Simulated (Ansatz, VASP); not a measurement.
## Hf3B2Ru in VASP and in Ansatz

```
Hf B Ru
1.0
     4.74913    0.00000    0.00000
    -2.37457    4.11287    0.00000
     0.00000    0.00000    8.57852
Hf B Ru
3 2 1
Direct
  0.00000 0.00000 0.00000
  0.33333 0.66667 0.50000
  0.66667 0.33333 0.50000
  0.00000 0.00000 0.26893
  0.00000 0.00000 0.73107
  0.00000 0.00000 0.50000
```

Alike in both runs: task single point; functional PBE; k mesh 12 × 12 × 6; occupations gaussian, width 0.1 eV; no spin polarisation.

|  | VASP | Ansatz |
| --- | --- | --- |
| version | VASP 6.6.1 | Ansatz 0.2.0 |
| potentials or method | VASP PAW PBE potentials, release 64 (Hf_pv, B, Ru_pv), cutoff 520 eV | scalar-relativistic, plane waves, PAW |
| valence electrons in the cell | 50 | 100 |

VASP gave:

| Item | Value |
| --- | --- |
| gap on the k mesh at the Fermi level (eV) | none |
| pressure (GPa) | -0.3 |
| traceless stress, the component that is largest in VASP (GPa) | 0.27 |

Task: Which values does Ansatz return?

Result: gap on the k mesh at the Fermi level (eV): none; pressure (GPa): 0.0; traceless stress, the component that is largest in VASP (GPa): 0.00.

A gap of «none» marks a metal or a gap that the smearing closes. VASP's potentials hold 50 valence electrons a cell and Ansatz's 100, so a difference there can come from the potentials and not from the codes.

Spin-orbit coupling is off throughout.
